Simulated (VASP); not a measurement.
# Bi (R-3m) in VASP: notebook

The runs below take Bi through single point, with r2SCAN, PBEsol.

All numbers are computed with VASP 6.6.1; they aren't measurements. Logs are shortened: lines on timing, memory, paths and dates and some standing lists are left out, and cuts for length are marked.

### Step 1. The cell of the first run

It takes space group R-3m (No. 166, trigonal). Conventional cell: a = 4.268 Å, b = 4.268 Å, c = 10.438 Å, α = 90.00°, β = 90.00°, γ = 120.00°. Within 3.9 Å of Bi (site symmetry 3m) lie 6 Bi at 2.96 to 3.07 Å.

### Step 2. Single point, r2SCAN

File POSCAR:

```
Bi
1.0
    2.1341392896      1.2321458933      3.4794621704
   -2.1341392896      1.2321458933      3.4794621704
    0.0000000000     -2.4642917866      3.4794621704
Bi
2
Direct
    0.7543723775      0.7543723775      0.7543723775
    0.2456276225      0.2456276225      0.2456276225
```

File INCAR.step1:

```
PREC = Accurate
ENCUT = 520
ISMEAR = -1
SIGMA = 0.05
LREAL = F
LASPH = T
NELM = 100
NBANDS = 22
GGA = PE
ALGO = Normal
EDIFF = 1E-4
LWAVE = T
LCHARG = F
```

File INCAR.step2:

```
PREC = Accurate
ENCUT = 520
EDIFF = 1E-6
ISMEAR = -1
SIGMA = 0.05
LREAL = F
LASPH = T
NELM = 100
ALGO = Normal
ISIF = 2
LWAVE = F
LCHARG = F
METAGGA = R2SCAN
LMIXTAU = T
NBANDS = 22
ISTART = 1
```

File KPOINTS:

```
Automatic mesh
0
Gamma
  7 7 7
```

Potentials or basis: VASP PAW PBE potentials, release 64 (Bi_d).

Command:

```console
$ cat potpaw_PBE.64/Bi_d/POTCAR > POTCAR
$ cp INCAR.step1 INCAR
$ mpirun -np 1 vasp_std > vasp.out
$ cp INCAR.step2 INCAR
$ mpirun -np 1 vasp_std > vasp.out
```

OUTCAR:

```text
PREC = Accurate
   ENCUT = 520
   EDIFF = 1E-6
   ISMEAR = -1
   LREAL = F
   LASPH = T
   NELM = 100
   ISIF = 2
   METAGGA = R2SCAN
   ISTART = 1

 ion  position               nearest neighbor table
   1  0.754  0.754  0.754-   2 2.96   2 2.96   2 2.96   2 3.07   2 3.07   2 3.07
   2  0.246  0.246  0.246-   1 2.96   1 2.96   1 2.96   1 3.07   1 3.07   1 3.07

  LATTYP: Found a trigonal (rhomboedric) cell.
 ALAT       =     4.2637297059
 COS(alpha) =     0.4989325543

  Lattice vectors:

 A1 = (   2.1341392896,   1.2321458933,   3.4794621704)
 A2 = (  -2.1341392896,   1.2321458933,   3.4794621704)
 A3 = (   0.0000000000,  -2.4642917866,   3.4794621704)

Analysis of symmetry for initial positions (statically):
=====================================================================
 Subroutine PRICEL returns:
 Original cell was already a primitive cell.

 Routine SETGRP: Setting up the symmetry group for a
 trigonal (rhombohedral) supercell.

 Subroutine GETGRP returns: Found 12 space group operations
 (whereof 12 operations were pure point group operations)
 out of a pool of 12 trial point group operations.

The static configuration has the point symmetry D_3d.

Analysis of symmetry for dynamics (positions and initial velocities):
=====================================================================
 Subroutine PRICEL returns:
 Original cell was already a primitive cell.

 Routine SETGRP: Setting up the symmetry group for a
 trigonal (rhombohedral) supercell.

 Subroutine GETGRP returns: Found 12 space group operations
 (whereof 12 operations were pure point group operations)
 out of a pool of 12 trial point group operations.

The dynamic configuration has the point symmetry D_3d.

 Subroutine INISYM returns: Found 12 space group operations
 (whereof 12 operations are pure point group operations),
 and found     1 'primitive' translations

----------------------------------------------------------------------------------------

                                     Primitive cell

  volume of cell :      54.8970

  direct lattice vectors                    reciprocal lattice vectors
     2.134139290  1.232145893  3.479462170     0.234286488  0.135265367  0.095800246
    -2.134139290  1.232145893  3.479462170    -0.234286488  0.135265367  0.095800246
     0.000000000 -2.464291787  3.479462170     0.000000000 -0.270530734  0.095800246
[... 78 lines left out ...]
   ISPIN  =      1    spin polarized calculation?
   LNONCOLLINEAR =      F non collinear calculations
   LSORBIT =      F    spin-orbit coupling
   LASPH  =      T    aspherical Exc in radial PAW
   ENCUT  =  520.0 eV  38.22 Ry    6.18 a.u.   7.93  7.93  7.93*2*pi/ulx,y,z
   NELM   =    100;   NELMIN=  2; NELMDL=  0     # of ELM steps
   EDIFF  = 0.1E-05   stopping-criterion for ELM
   LREAL  =      F    real-space projection
   EDIFFG = 0.1E-04   stopping-criterion for IOM
   NSW    =      0    number of steps for IOM
   IBRION =     -1    ionic relax: 0-MD 1-quasi-New 2-CG
   NFREE  =      0    steps in history (QN), initial steepest desc. (CG)
   ISIF   =      2    stress and relaxation
   ISYM   =      2    0-nonsym 1-usesym 2-fastsym
   POTIM  = 0.5000    time-step for ionic-motion
   TEBEG  =    0.0;   TEEND  =   0.0 temperature during run
   PSTRESS=    0.0 pullay stress
   NELECT =      30.0000    total number of electrons
   NUPDOWN=      -1.0000    fix difference up-down
   EMIN   =  10.00;   EMAX   =-10.00  energy-range for DOS
   EFERMI =   0.00;   METHOD = LEGACY
   ISMEAR =    -1;   SIGMA  =   0.05  broadening in eV -4-tet -1-fermi 0-gaus
   EFERMI_NEDOS =   21; number of points for ismear=-14 and -15
   IALGO  =     38    algorithm
   IMIX   =      4    mixing-type and parameters
     AMIX     =   0.40;   BMIX     =  1.00
     AMIX_MAG =   1.60;   BMIX_MAG =  1.00
  volume/ion in A,a.u.               =      27.45       185.23
  Fermi-wavevector in a.u.,A,eV,Ry     =   1.338441  2.529286 24.373800  1.791424
  Thomas-Fermi vector in A             =   2.466911
   LORBIT       =      0    0 simple, 1 ext, 2 COOP (PROOUT), +10 PAW based schemes
   METAGGA = R2SCAN    functional components
   LHFCALC =     F    Hartree Fock is set to
   AEXX    =    0.0000 exact exchange contribution
   IVDW    =     0    specifies the selected vdW correction
   LEPSILON=     F    determine dielectric tensor
   LRPA    =     F    only Hartree local field effects (RPA)
 non-spin polarized calculation
  energy-cutoff  :      520.00
  volume of cell :       54.90
 maximum number of plane-waves:      1490
   NGX = 15   NGY = 15   NGZ = 15

 number of electron      30.0000000 magnetization

 Free energy of the ion-electron system (eV)
  ---------------------------------------------------
  ext. energy  EPLUGINS =         0.00000000
  ---------------------------------------------------
  free energy    TOTEN  =      -116.20538374 eV

  energy without entropy =     -116.20090671  energy(sigma->0) =     -116.20314523

 E-fermi :   9.5917     XC(G=0): -11.5751

 val. band max:        9.3117888652   @ k =   0.2857   0.1429   0.1429
 cond. band min:       9.6110320147   @ k =   0.1429   0.1429   0.0000
 fundamental gap:      0.2992431495
 Fermi energy:         9.5916802460

 k-point     1 :       0.0000    0.0000    0.0000
  band No.  band energies     occupation
      1     -14.7454      2.00000
      2     -14.7454      2.00000
      3     -14.4419      2.00000
      4     -14.4419      2.00000
      5     -14.4350      2.00000
      6     -14.0283      2.00000
[... 589 lines left out ...]
     21      19.3300      0.00000
     22      20.2509      0.00000

 [... further k-points ...]

------------------------ aborting loop because EDIFF is reached ----------------------------------------

  FORCE on cell =-STRESS in cart. coord.  units (eV):
  Direction    XX          YY          ZZ          XY          YZ          ZX
  --------------------------------------------------------------------------------------
  -------------------------------------------------------------------------------------
  Total        6.8462995      6.8462995      6.8526284      0.0000000      0.0000000      0.0000000
  in kB      199.8104559    199.8104559    199.9951671      0.0000000      0.0000000      0.0000000
  external PRESSURE =     199.8720263 kB  Pullay stress =       0.0000000 kB

 VOLUME and BASIS-vectors are now :
 -----------------------------------------------------------------------------
  energy-cutoff  :      520.00
  volume of cell :       54.90
      direct lattice vectors                 reciprocal lattice vectors
     2.134139290  1.232145893  3.479462170     0.234286488  0.135265367  0.095800246
    -2.134139290  1.232145893  3.479462170    -0.234286488  0.135265367  0.095800246
     0.000000000 -2.464291787  3.479462170     0.000000000 -0.270530734  0.095800246

 POSITION                                       TOTAL-FORCE (eV/Angst)
 -----------------------------------------------------------------------------------
      0.00000      0.00000      7.87443         0.000000      0.000000     -0.000005
      0.00000      0.00000      2.56396         0.000000      0.000000      0.000005
 -----------------------------------------------------------------------------------
    total drift:                               -0.000000     -0.000000      0.000000

  FREE ENERGIE OF THE ION-ELECTRON SYSTEM (eV)
  ---------------------------------------------------
  free  energy   TOTEN  =      -116.2053837414 eV

  energy  without entropy=     -116.2009067135  energy(sigma->0) =     -116.20314523
```

OUTCAR.step1:

```text
PREC = Accurate
   ENCUT = 520
   ISMEAR = -1
   LREAL = F
   LASPH = T
   NELM = 100
[... 819 lines left out ...]
 -----------------------------------------------------------------------------------
      0.00000      0.00000      7.87443         0.000000     -0.000000     -0.124001
      0.00000      0.00000      2.56396         0.000000      0.000000      0.124001
 -----------------------------------------------------------------------------------
    total drift:                               -0.000000     -0.000000      0.000000

  FREE ENERGIE OF THE ION-ELECTRON SYSTEM (eV)
  ---------------------------------------------------
  free  energy   TOTEN  =        -6.9351506266 eV

  energy  without entropy=       -6.9305216226  energy(sigma->0) =       -6.93283612
```

Run time: 59 s. Hardware: 1 thread of Intel Xeon 6975P-C (Granite Rapids), shared host; peak memory 0.2 GiB.

Results:

```yaml
Free_energy: -116.2054 eV
Pressure: 20.0 GPa
```

Levels at points of the mesh, in eV from the Fermi level:
| k point | band 11 | band 12 | band 13 | band 14 | band 15 | band 16 | band 17 | band 18 | band 19 | band 20 |
| --- | --- | --- | --- | --- | --- | --- | --- | --- | --- | --- |
| (0.00, 0.00, 0.00) | -15.65 | -6.47 | -2.10 | -2.10 | -2.04 | 3.65 | 3.73 | 3.73 | 5.68 | 5.68 |

Caveat: the cell stands under pressure; the PAW data sets were made with another functional, which shifts forces and pressure a little; spin-orbit coupling is left out, which moves the levels of the heavy elements.

### Step 3. Single point, PBEsol

This run uses another cell than the first one, of 26.77 Å³/atom.

File INCAR:

```
PREC     = Accurate       # precision mode
ENCUT    = 520            # plane-wave cutoff, eV
EDIFF    = 1E-6           # SCF threshold, eV
ISMEAR   = -1             # smearing method
SIGMA    = 0.05           # smearing width, eV
LREAL    = F              # projectors in reciprocal space
LASPH    = T              # aspherical terms in the spheres
NELM     = 60             # most SCF steps
ALGO     = Normal         # electronic algorithm
ISIF     = 2              # what is computed and relaxed
LWAVE    = F              # write WAVECAR
LCHARG   = F              # write CHGCAR
GGA      = PS             # functional
NBANDS   = 22             # bands
```

KPOINTS is that of step 2.

File POSCAR:

```
Bi
1.0
    2.1005675354      1.2127632320      3.5028088840
   -2.1005675354      1.2127632320      3.5028088840
    0.0000000000     -2.4255264640      3.5028088840
Bi
2
Direct
    0.7501296924      0.7501296924      0.7501296924
    0.2498703076      0.2498703076      0.2498703076
```

Potentials or basis: VASP PAW PBE potentials, release 64 (Bi_d).

Command:

```console
$ cat potpaw_PBE.64/Bi_d/POTCAR > POTCAR
$ mpirun -np 1 vasp_std > vasp.out
```

Run time: 65 s. Hardware: 1 thread of AMD EPYC 7R43 (Zen 3), shared host; peak memory 0.16 GiB.

It converged, with:

| Property | Result |
| --- | --- |
| Free energy | -7.9111 eV |
| Pressure | 19.9 GPa |
| Largest force | 0.003 eV/Å |
| Band gap on the k mesh | zero (bands 15 and 16 overlap by 0.23 eV) |

Forces in eV/Å, atoms in the order of the input:
```
Bi   0.000  0.000 -0.003
Bi   0.000  0.000  0.003
```

Levels at points of the mesh, in eV from the Fermi level:
```tsv
k point	band 13	band 14	band 15	band 16	band 17	band 18
(0.00, 0.00, 0.00)	-2.06	-1.77	-1.77	3.66	3.66	3.73
```

Caveat: the cell stands under pressure; the PAW data sets were made with another functional, which shifts forces and pressure a little; spin-orbit coupling is left out, which moves the levels of the heavy elements.

### Step 4. Single point, PBEsol

This run uses another cell than the first one, of 29.28 Å³/atom.

File INCAR:

```
PREC     = Accurate       # precision mode
ENCUT    = 520            # plane-wave cutoff, eV
EDIFF    = 1E-7           # SCF threshold, eV
ISMEAR   = -1             # smearing method
SIGMA    = 0.05           # smearing width, eV
LREAL    = F              # projectors in reciprocal space
LASPH    = T              # aspherical terms in the spheres
NELM     = 80             # most SCF steps
ALGO     = Normal         # electronic algorithm
ISIF     = 2              # what is computed and relaxed
LWAVE    = F              # write WAVECAR
LCHARG   = T              # write CHGCAR
GGA      = PS             # functional
LELF     = T              # ELF
LVHAR    = T            
NBANDS   = 22             # bands
```

File KPOINTS:

```
regular mesh
0
Gamma
  7 7 7
```

File POSCAR:

```
Bi
1.0
    2.1755609136      1.2560606791      3.5716802246
   -2.1755609136      1.2560606791      3.5716802246
    0.0000000000     -2.5121213582      3.5716802246
Bi
2
Direct
    0.7552331524      0.7552331524      0.7552331524
    0.2447668476      0.2447668476      0.2447668476
```

Potentials or basis: VASP PAW PBE potentials, release 64 (Bi_d).

Command:

```console
$ cat potpaw_PBE.64/Bi_d/POTCAR > POTCAR
$ mpirun -np 1 vasp_std > vasp.out
```

OUTCAR:

```text
PREC = Accurate
   ENCUT = 520
   EDIFF = 1E-7
   ISMEAR = -1
   LREAL = F
   LASPH = T
   NELM = 80
   ISIF = 2
   GGA = PS

 ion  position               nearest neighbor table
   1  0.755  0.755  0.755-   2 3.02   2 3.02   2 3.02   2 3.15   2 3.15   2 3.15
   2  0.245  0.245  0.245-   1 3.02   1 3.02   1 3.02   1 3.15   1 3.15   1 3.15

  LATTYP: Found a trigonal (rhomboedric) cell.
 ALAT       =     4.3666524186
 COS(alpha) =     0.5035503108

  Lattice vectors:

 A1 = (   2.1755609136,   1.2560606791,   3.5716802246)
 A2 = (  -2.1755609136,   1.2560606791,   3.5716802246)
 A3 = (   0.0000000000,  -2.5121213582,   3.5716802246)

Analysis of symmetry for initial positions (statically):
=====================================================================
 Subroutine PRICEL returns:
 Original cell was already a primitive cell.

 Routine SETGRP: Setting up the symmetry group for a
 trigonal (rhombohedral) supercell.

 Subroutine GETGRP returns: Found 12 space group operations
[... 159 lines left out ...]
  ---------------------------------------------------
  free energy    TOTEN  =        -8.36655552 eV

  energy without entropy =       -8.36343862  energy(sigma->0) =       -8.36499707

 E-fermi :   8.5241     XC(G=0): -10.6015

 val. band max:        8.5024992688   @ k =   0.1429   0.1429  -0.0000
 cond. band min:       8.5674142975   @ k =   0.4286   0.0000   0.0000
 fundamental gap:      0.0649150287
 Fermi energy:         8.5241457049

 k-point     1 :       0.0000    0.0000    0.0000
  band No.  band energies     occupation
      1     -14.7599      2.00000
      2     -14.7599      2.00000
      3     -14.5224      2.00000
      4     -14.5224      2.00000
      5     -14.5189      2.00000
      6     -14.2126      2.00000
[... 589 lines left out ...]
     21      17.3997      0.00000
     22      18.2603      0.00000

 [... further k-points ...]

------------------------ aborting loop because EDIFF is reached ----------------------------------------

  FORCE on cell =-STRESS in cart. coord.  units (eV):
  Direction    XX          YY          ZZ          XY          YZ          ZX
  --------------------------------------------------------------------------------------
  -------------------------------------------------------------------------------------
  Total        3.6215037      3.6215037      3.6208551     -0.0000000      0.0000000      0.0000000
  in kB       99.0817864     99.0817864     99.0640398     -0.0000000      0.0000000      0.0000000
  external PRESSURE =      99.0758709 kB  Pullay stress =       0.0000000 kB

 VOLUME and BASIS-vectors are now :
 -----------------------------------------------------------------------------
  energy-cutoff  :      520.00
  volume of cell :       58.56
      direct lattice vectors                 reciprocal lattice vectors
     2.175560914  1.256060679  3.571680225     0.229825787  0.132689980  0.093326757
    -2.175560914  1.256060679  3.571680225    -0.229825787  0.132689980  0.093326757
     0.000000000 -2.512121358  3.571680225     0.000000000 -0.265379960  0.093326757

 POSITION                                       TOTAL-FORCE (eV/Angst)
 -----------------------------------------------------------------------------------
      0.00000      0.00000      8.09235         0.000000     -0.000000      0.001316
      0.00000      0.00000      2.62269         0.000000      0.000000     -0.001316
 -----------------------------------------------------------------------------------
    total drift:                               -0.000000     -0.000000      0.000000

  FREE ENERGIE OF THE ION-ELECTRON SYSTEM (eV)
  ---------------------------------------------------
  free  energy   TOTEN  =        -8.3665555221 eV

  energy  without entropy=       -8.3634386176  energy(sigma->0) =       -8.36499707
```

Wall time 68 s (1 thread of AMD EPYC 7R43 (Zen 3), shared host); peak memory 0.16 GiB.

Results:

| Quantity | Value |
| --- | --- |
| Free energy | -8.3666 eV |
| Pressure | 9.9 GPa |

Caveat: the cell stands under pressure; the PAW data sets were made with another functional, which shifts forces and pressure a little; spin-orbit coupling is left out, which moves the levels of the heavy elements.

### Step 5. Overview

```csv
level,cell,pressure (GPa)
r2SCAN,"a = 4.264 Å, angles 60.1°, 2 atoms, atomic positions A",20.0
PBEsol,"a = 4.261 Å, angles 59.1°, 2 atoms, atomic positions B",19.9
PBEsol,"a = 4.367 Å, angles 59.8°, 2 atoms, atomic positions C",9.9
```

Alike in all rows: task single point; potentials or basis VASP PAW PBE potentials, release 64 (Bi_d); no spin polarisation; k mesh 7 × 7 × 7; cutoff (eV) 520; smearing fermi-dirac 0.05 eV.

Caveats: the cell stands under pressure; the PAW data sets were made with another functional, which shifts forces and pressure a little; spin-orbit coupling is left out, which moves the levels of the heavy elements.

Absolute energies hang on the potentials; compare differences alone.
